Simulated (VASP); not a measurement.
A run of VASP 6.6.1:

Contents of INCAR:

```
ALGO     = Normal         # electronic algorithm
EDIFF    = 1E-6           # SCF threshold, eV
EDIFFG   = -0.04          # ionic threshold
ENCUT    = 600            # plane-wave cutoff, eV
GGA      = PE             # functional
IBRION   = 2              # ionic algorithm
ISIF     = 3              # what is computed and relaxed
ISMEAR   = 0              # smearing method
LASPH    = T              # aspherical terms in the spheres
LCHARG   = F              # write CHGCAR
LREAL    = F              # projectors in reciprocal space
LWAVE    = F              # write WAVECAR
NELM     = 80             # most SCF steps
NSW      = 90             # ionic steps
PREC     = Accurate       # precision mode
SIGMA    = 0.1            # smearing width, eV
```

Contents of KPOINTS:

```
k-points
0
Gamma
  6 6 6
```

File POSCAR:

```
Ag3F
1.0
    0.0000000000      3.2203699120      3.2203699120
    3.2203699120      0.0000000000      3.2203699120
    3.2203699120      3.2203699120      0.0000000000
Ag F
3 1
Direct
    0.2500000000      0.2500000000      0.2500000000
    0.7500000000      0.7500000000      0.7500000000
    0.5000000000      0.5000000000      0.5000000000
    0.0000000000      0.0000000000      0.0000000000
```

Potentials or basis: VASP PAW PBE potentials, release 64 (Ag, F).

Launch:

```bash
$ cat potpaw_PBE.64/Ag/POTCAR potpaw_PBE.64/F/POTCAR > POTCAR
$ mpirun -np 1 vasp_std > vasp.out
```

Hardware: 1 thread of AMD EPYC 9R45 96-Core Processor (Zen 5), on a shared host.

Q: How long does it take, and how much memory?

A: Run time: 27 s on 1 thread of AMD EPYC 9R45 96-Core Processor (Zen 5), on a shared host, peak memory 0.19 GiB. Counts: scf iterations 22, k points 16, ion steps 2.
